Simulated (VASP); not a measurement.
# SiC (F-43m) in VASP: a series of runs

Runs on SiC. Level: PBE. Tasks: single point, relaxation of cell and atoms.

All numbers are computed with VASP 6.6.1; they aren't measurements. Logs are shortened: lines on timing, memory, paths and dates and some standing lists are left out, and cuts for length are marked.

## 1. The cell of the first run

It takes space group F-43m (No. 216, cubic). The conventional cell has a = 4.380 Å, b = 4.380 Å, c = 4.380 Å, α = 90.00°, β = 90.00°, γ = 90.00°. Si (site symmetry -43m) has 4 C at 1.90 Å within 2.5 Å. Within 2.5 Å of C (site symmetry -43m) lie 4 Si at 1.90 Å.

## 2. Single point, PBE

Input file INCAR:

```
SYSTEM = SiC
PREC     = Accurate       ! precision mode
ENCUT    = 520            ! plane-wave cutoff, eV
EDIFF    = 1E-7           ! SCF threshold, eV
ISMEAR   = 0              ! smearing method
SIGMA    = 0.02           ! smearing width, eV
LREAL    = .FALSE.        ! projectors in reciprocal space
LASPH    = .TRUE.         ! aspherical terms in the spheres
NELM     = 80             ! most SCF steps
ALGO     = Normal         ! electronic algorithm
ISIF     = 2              ! what is computed and relaxed
LWAVE    = .FALSE.        ! write WAVECAR
LCHARG   = .TRUE.         ! write CHGCAR
GGA      = PE             ! functional
LELF     = .TRUE.         ! ELF
LVHAR    = .TRUE.       
NBANDS   = 11             ! bands
```

Input file KPOINTS:

```
Automatic mesh
0
G
  10 10 10
  0 0 0
```

Input file POSCAR:

```
SiC
1.0
    0.0000000000      2.1898629697      2.1898629697
    2.1898629697      0.0000000000      2.1898629697
    2.1898629697      2.1898629697      0.0000000000
Si C
1 1
Direct
    0.7500000000      0.7500000000      0.7500000000
    0.0000000000      0.0000000000      0.0000000000
```

Potentials or basis: VASP PAW PBE potentials, release 64 (Si, C).

Started as:

```
$ cat potpaw_PBE.64/Si/POTCAR potpaw_PBE.64/C/POTCAR > POTCAR
$ mpirun -np 1 vasp_std > vasp.out
```

OUTCAR:

```text
SYSTEM = SiC
   PREC = Accurate
   ENCUT = 520
   EDIFF = 1E-7
   ISMEAR = 0
   LREAL = .FALSE.
   LASPH = .TRUE.
   NELM = 80
   ISIF = 2
   GGA = PE

 ion  position               nearest neighbor table
   1  0.750  0.750  0.750-   2 1.90   2 1.90   2 1.90   2 1.90
   2  0.000  0.000  0.000-   1 1.90   1 1.90   1 1.90   1 1.90

  LATTYP: Found a face centered cubic cell.
 ALAT       =     4.3797259394

  Lattice vectors:

 A1 = (   0.0000000000,   2.1898629697,   2.1898629697)
 A2 = (   2.1898629697,   0.0000000000,   2.1898629697)
 A3 = (   2.1898629697,   2.1898629697,   0.0000000000)

Analysis of symmetry for initial positions (statically):
=====================================================================
 Subroutine PRICEL returns:
 Original cell was already a primitive cell.

 Routine SETGRP: Setting up the symmetry group for a
 face centered cubic supercell.

 Subroutine GETGRP returns: Found 24 space group operations
 (whereof 24 operations were pure point group operations)
 out of a pool of 48 trial point group operations.

The static configuration has the point symmetry T_d .

Analysis of symmetry for dynamics (positions and initial velocities):
=====================================================================
 Subroutine PRICEL returns:
 Original cell was already a primitive cell.

 Routine SETGRP: Setting up the symmetry group for a
 face centered cubic supercell.

 Subroutine GETGRP returns: Found 24 space group operations
 (whereof 24 operations were pure point group operations)
 out of a pool of 48 trial point group operations.

The dynamic configuration has the point symmetry T_d .

 Subroutine INISYM returns: Found 24 space group operations
 (whereof 24 operations are pure point group operations),
 and found     1 'primitive' translations

----------------------------------------------------------------------------------------

                                     Primitive cell

  volume of cell :      21.0030

  direct lattice vectors                    reciprocal lattice vectors
     0.000000000  2.189862970  2.189862970    -0.228324789  0.228324789  0.228324789
     2.189862970  0.000000000  2.189862970     0.228324789 -0.228324789  0.228324789
     2.189862970  2.189862970  0.000000000     0.228324789  0.228324789 -0.228324789

  length of vectors
     3.096933911  3.096933911  3.096933911     0.395470135  0.395470135  0.395470135

  position of ions in fractional coordinates (direct lattice)
     0.750000000  0.750000000  0.750000000
     0.000000000  0.000000000  0.000000000

  ion indices of the primitive-cell ions
   primitive index   ion index
                 1           1
                 2           2

----------------------------------------------------------------------------------------

 KPOINTS: Automatic mesh

Automatic generation of k-mesh.
 Grid dimensions read from file:
 generate k-points for:   10   10   10

 Generating k-lattice:

  Cartesian coordinates                     Fractional coordinates (reciprocal lattice)
    -0.022832479  0.022832479  0.022832479     0.100000000  0.000000000  0.000000000
     0.022832479 -0.022832479  0.022832479     0.000000000  0.100000000  0.000000000
     0.022832479  0.022832479 -0.022832479     0.000000000  0.000000000  0.100000000

  Length of vectors
     0.039547013  0.039547013  0.039547013

  Shift w.r.t. Gamma in fractional coordinates (k-lattice)
     0.000000000  0.000000000  0.000000000

 Subroutine IBZKPT returns following result:
 ===========================================

 Found     47 irreducible k-points:

 Following reciprocal coordinates:
            Coordinates               Weight
  0.000000  0.000000  0.000000      1.000000
  0.100000  0.000000  0.000000      8.000000
  0.200000  0.000000  0.000000      8.000000
  0.300000  0.000000  0.000000      8.000000
  0.400000  0.000000  0.000000      8.000000
  0.500000  0.000000  0.000000      4.000000
[... 16 lines left out ...]
  0.300000  0.300000  0.000000      6.000000
  0.400000  0.300000  0.000000     24.000000
 [... further k-points ...]
   k-points           NKPTS =     47   k-points in BZ     NKDIM =     47   number of bands    NBANDS=     11
   number of dos      NEDOS =    301   number of ions     NIONS =      2
   total plane-waves  NPLWV =  13824
   dimension x,y,z NGX =    24 NGY =   24 NGZ =   24
   dimension x,y,z NGXF=    48 NGYF=   48 NGZF=   48
   ions per type =               1   1
   NGX,Y,Z   is equivalent  to a cutoff of  12.88, 12.88, 12.88 a.u.
   NGXF,Y,Z  is equivalent  to a cutoff of  25.77, 25.77, 25.77 a.u.
 SYSTEM =  SiC
   PREC   = accura    normal or accurate (medium, high low for compatibility)
   ISTART =      0    job   : 0-new  1-cont  2-samecut
   ICHARG =      2    charge: 1-file 2-atom 10-const
   ISPIN  =      1    spin polarized calculation?
   LNONCOLLINEAR =      F non collinear calculations
   LSORBIT =      F    spin-orbit coupling
   LASPH  =      T    aspherical Exc in radial PAW
   ENCUT  =  520.0 eV  38.22 Ry    6.18 a.u.   5.76  5.76  5.76*2*pi/ulx,y,z
   NELM   =     80;   NELMIN=  2; NELMDL= -5     # of ELM steps
   EDIFF  = 0.1E-06   stopping-criterion for ELM
   LREAL  =      F    real-space projection
   EDIFFG = 0.1E-05   stopping-criterion for IOM
   NSW    =      0    number of steps for IOM
   IBRION =     -1    ionic relax: 0-MD 1-quasi-New 2-CG
   NFREE  =      0    steps in history (QN), initial steepest desc. (CG)
   ISIF   =      2    stress and relaxation
   ISYM   =      2    0-nonsym 1-usesym 2-fastsym
   POTIM  = 0.5000    time-step for ionic-motion
   TEBEG  =    0.0;   TEEND  =   0.0 temperature during run
   PSTRESS=    0.0 pullay stress
   NELECT =       8.0000    total number of electrons
   NUPDOWN=      -1.0000    fix difference up-down
   EMIN   =  10.00;   EMAX   =-10.00  energy-range for DOS
   EFERMI =   0.00;   METHOD = LEGACY
   ISMEAR =     0;   SIGMA  =   0.02  broadening in eV -4-tet -1-fermi 0-gaus
   EFERMI_NEDOS =   21; number of points for ismear=-14 and -15
   IALGO  =     38    algorithm
   IMIX   =      4    mixing-type and parameters
     AMIX     =   0.40;   BMIX     =  1.00
     AMIX_MAG =   1.60;   BMIX_MAG =  1.00
  volume/ion in A,a.u.               =      10.50        70.87
  Fermi-wavevector in a.u.,A,eV,Ry     =   1.186710  2.242556 19.160817  1.408280
  Thomas-Fermi vector in A             =   2.322877
   LORBIT       =      0    0 simple, 1 ext, 2 COOP (PROOUT), +10 PAW based schemes
   GGA     = PE    functional components
   LHFCALC =     F    Hartree Fock is set to
   AEXX    =    0.0000 exact exchange contribution
   IVDW    =     0    specifies the selected vdW correction
   LEPSILON=     F    determine dielectric tensor
   LRPA    =     F    only Hartree local field effects (RPA)
 non-spin polarized calculation
 Gauss-broadening in eV      SIGMA  =   0.02
  energy-cutoff  :      520.00
  volume of cell :       21.00
 maximum number of plane-waves:       588
   NGX = 11   NGY = 11   NGZ = 11

 number of electron       8.0000001 magnetization

 Free energy of the ion-electron system (eV)
  ---------------------------------------------------
  ext. energy  EPLUGINS =         0.00000000
  ---------------------------------------------------
  free energy    TOTEN  =       -15.06083296 eV

  energy without entropy =      -15.06083296  energy(sigma->0) =      -15.06083296

 E-fermi :   8.0360     XC(G=0): -11.2911

 val. band max:        7.9404114627   @ k =   0.0000   0.0000   0.0000
 cond. band min:       9.3110741744   @ k =   0.5000   0.5000   0.0000
 fundamental gap:      1.3706627117
 Fermi energy:         8.0359621350

 k-point     1 :       0.0000    0.0000    0.0000
  band No.  band energies     occupation
      1      -7.3462      2.00000
      2       7.9404      2.00000
      3       7.9404      2.00000
      4       7.9404      2.00000
      5      13.9997      0.00000
      6      15.1449      0.00000
      7      15.1449      0.00000
      8      15.1449      0.00000
      9      22.3601      0.00000
     10      22.3601      0.00000
     11      24.1908      0.00000

 k-point     2 :       0.1000    0.0000    0.0000
  band No.  band energies     occupation
      1      -7.1532      2.00000
      2       6.9337      2.00000
      3       7.8071      2.00000
      4       7.8071      2.00000
      5      14.2823      0.00000
      6      15.3860      0.00000
      7      15.3860      0.00000
      8      15.4000      0.00000
      9      21.4263      0.00000
     10      21.4263      0.00000
     11      24.0915      0.00000

 k-point     3 :       0.2000    0.0000    0.0000
  band No.  band energies     occupation
      1      -6.5828      2.00000
      2       4.8285      2.00000
      3       7.5013      2.00000
      4       7.5013      2.00000
      5      14.0122      0.00000
      6      15.7485      0.00000
      7      15.7485      0.00000
      8      16.5852      0.00000
      9      20.7662      0.00000
     10      20.7662      0.00000
     11      23.2152      0.00000

 k-point     4 :       0.3000    0.0000    0.0000
  band No.  band energies     occupation
      1      -5.6710      2.00000
      2       2.5385      2.00000
      3       7.1864      2.00000
      4       7.1864      2.00000
      5      13.6039      0.00000
      6      15.6305      0.00000
      7      15.6305      0.00000
      8      17.5771      0.00000
      9      21.5625      0.00000
     10      21.5625      0.00000
     11      22.9283      0.00000

 k-point     5 :       0.4000    0.0000    0.0000
  band No.  band energies     occupation
      1      -4.5463      2.00000
      2       0.5104      2.00000
      3       6.9684      2.00000
      4       6.9684      2.00000
      5      13.3317      0.00000
      6      15.2696      0.00000
      7      15.2696      0.00000
      8      17.8950      0.00000
      9      23.4560      0.00000
     10      23.4560      0.00000
     11      23.4959      0.00000
[... 211 lines left out ...]
 k-point    21 :      -0.3000    0.2000    0.0000
  band No.  band energies     occupation
      1      -4.3215      2.00000
      2       1.5713      2.00000
      3       4.1631      2.00000
      4       6.7758      2.00000
      5      13.4779      0.00000
      6      16.0727      0.00000
      7      16.6072      0.00000
      8      18.0878      0.00000
      9      20.5862      0.00000
     10      23.2368      0.00000
     11      26.8265      0.00000

 k-point    22 :      -0.2000    0.2000    0.0000
  band No.  band energies     occupation
      1      -5.3648      2.00000
      2       3.1632      2.00000
      3       4.7524      2.00000
      4       7.2933      2.00000
      5      14.4260      0.00000
      6      15.8207      0.00000
      7      16.2214      0.00000
      8      16.9769      0.00000
      9      19.4075      0.00000
     10      23.2150      0.00000
     11      26.9258      0.00000

 k-point    23 :       0.3000    0.3000    0.0000
  band No.  band energies     occupation
      1      -5.1016      2.00000
      2       3.5865      2.00000
      3       5.5994      2.00000
      4       5.5994      2.00000
      5      11.0846      0.00000
      6      13.4961      0.00000
      7      19.3288      0.00000
      8      19.3288      0.00000
      9      20.1806      0.00000
     10      24.9165      0.00000
     11      29.4514      0.00000

 k-point    24 :       0.4000    0.3000    0.0000
  band No.  band energies     occupation
      1      -4.2446      2.00000
      2       2.3770      2.00000
      3       4.8191      2.00000
      4       5.3393      2.00000
      5      10.7989      0.00000
      6      13.5031      0.00000
      7      19.4030      0.00000
      8      19.7316      0.00000
      9      21.5348      0.00000
     10      25.8803      0.00000
     11      28.9681      0.00000

 [... further k-points ...]

------------------------ aborting loop because EDIFF is reached ----------------------------------------

  FORCE on cell =-STRESS in cart. coord.  units (eV):
  Direction    XX          YY          ZZ          XY          YZ          ZX
  --------------------------------------------------------------------------------------
  -------------------------------------------------------------------------------------
  Total       -0.0063411     -0.0063411     -0.0063411     -0.0000000      0.0000000     -0.0000000
  in kB       -0.4837194     -0.4837194     -0.4837194     -0.0000000      0.0000000     -0.0000000
  external PRESSURE =      -0.4837194 kB  Pullay stress =       0.0000000 kB

 VOLUME and BASIS-vectors are now :
 -----------------------------------------------------------------------------
  energy-cutoff  :      520.00
  volume of cell :       21.00
      direct lattice vectors                 reciprocal lattice vectors
     0.000000000  2.189862970  2.189862970    -0.228324789  0.228324789  0.228324789
     2.189862970  0.000000000  2.189862970     0.228324789 -0.228324789  0.228324789
     2.189862970  2.189862970  0.000000000     0.228324789  0.228324789 -0.228324789

 POSITION                                       TOTAL-FORCE (eV/Angst)
 -----------------------------------------------------------------------------------
      3.28479      3.28479      3.28479         0.000000      0.000000      0.000000
      0.00000      0.00000      0.00000        -0.000000     -0.000000     -0.000000
 -----------------------------------------------------------------------------------
    total drift:                                0.000000      0.000000      0.000000

  FREE ENERGIE OF THE ION-ELECTRON SYSTEM (eV)
  ---------------------------------------------------
  free  energy   TOTEN  =       -15.0608329562 eV

  energy  without entropy=      -15.0608329562  energy(sigma->0) =      -15.06083296
```

Run time: 18 s. Hardware: 1 thread of Intel Xeon 8259CL, shared host; peak memory 0.14 GiB.

Results:

| Quantity | Value |
| --- | --- |
| Free energy | -15.0608 eV |
| Pressure | 0.0 GPa |
| Band gap on the k mesh | 1.37 eV, indirect (least direct gap 4.53 eV) |

A k mesh can miss the band edges. As with any semilocal functional, this PBE gap is likely too small.

## 3. Relaxation of cell and atoms, PBE

This run uses another cell than the first one, of 10.32 Å³/atom, 0.982 times its volume.

Input file INCAR:

```
ALGO     = Normal         # electronic algorithm
EDIFF    = 1E-7           # SCF threshold, eV
EDIFFG   = -0.005         # ionic threshold
ENCUT    = 600            # plane-wave cutoff, eV
GGA      = PE             # functional
IBRION   = 2              # ionic algorithm
ISIF     = 3              # what is computed and relaxed
ISMEAR   = 0              # smearing method
LASPH    = T              # aspherical terms in the spheres
LCHARG   = F              # write CHGCAR
LREAL    = F              # projectors in reciprocal space
LWAVE    = F              # write WAVECAR
NELM     = 100            # most SCF steps
NSW      = 100            # ionic steps
PREC     = Accurate       # precision mode
SIGMA    = 0.02           # smearing width, eV
```

Input file KPOINTS:

```
k-points
0
Gamma
  10 10 10
```

Input file POSCAR:

```
SiC
1.0
    0.0000000000      2.1769966200      2.1769966200
    2.1769966200      0.0000000000      2.1769966200
    2.1769966200      2.1769966200      0.0000000000
Si C
1 1
Direct
    0.7500000000      0.7500000000      0.7500000000
    0.0000000000      0.0000000000      0.0000000000
```

Potentials or basis: VASP PAW PBE potentials, release 64 (Si, C).

Started as:

```
$ cat potpaw_PBE.64/Si/POTCAR potpaw_PBE.64/C/POTCAR > POTCAR
$ mpirun -np 1 vasp_std > vasp.out
```

Wall time 55 s (1 thread of Intel Xeon 8259CL, shared host); peak memory 0.15 GiB.

It converged, with:

```yaml
Free_energy: -15.0618 eV
Relaxed_volume: 10.49 Å³/atom
Relaxed_cell: a = 3.096 Å, b = 3.096 Å, c = 3.096 Å, α = 60.00°, β = 60.00°, γ = 60.00°
Space_group_after_relaxing_to_0.05_Å: F-43m (No. 216)
Energy_gained_by_relaxing: 2.0 meV/atom
Ionic_steps: 3
Pressure_after_relaxing: 0.0 GPa
Band_gap_on_the_k_mesh: 1.37 eV, indirect (least direct gap 4.53 eV)
```

Step by step:
| step | energy change (eV) | largest force (eV/Å) | pressure (GPa) | volume (Å³) |
| --- | --- | --- | --- | --- |
| 1 | 0.0000 | 0.0000 | 3.70 | 20.63 |
| 2 | 0.0002 | 0.0000 | -3.56 | 21.35 |
| 3 | -0.0040 | 0.0000 | 0.00 | 20.99 |

Final structure:
```
Si C
1.0
     0.00000    2.18927    2.18927
     2.18927    0.00000    2.18927
     2.18927    2.18927    0.00000
Si C
1 1
Direct
  0.75000 0.75000 0.75000
  0.00000 0.00000 0.00000
```

Levels at points of the mesh, in eV from the valence-band top:
```tsv
k point	band 2	band 3	band 4	band 5	band 6	band 7
(0.00, 0.00, 0.00)	0.00	0.00	0.00	6.07	7.21	7.21
(0.50, 0.00, 0.00)	-8.46	-1.05	-1.05	5.31	7.17	7.17
(0.50, 0.50, 0.00)	-7.75	-3.16	-3.16	1.37	4.27	13.87
```
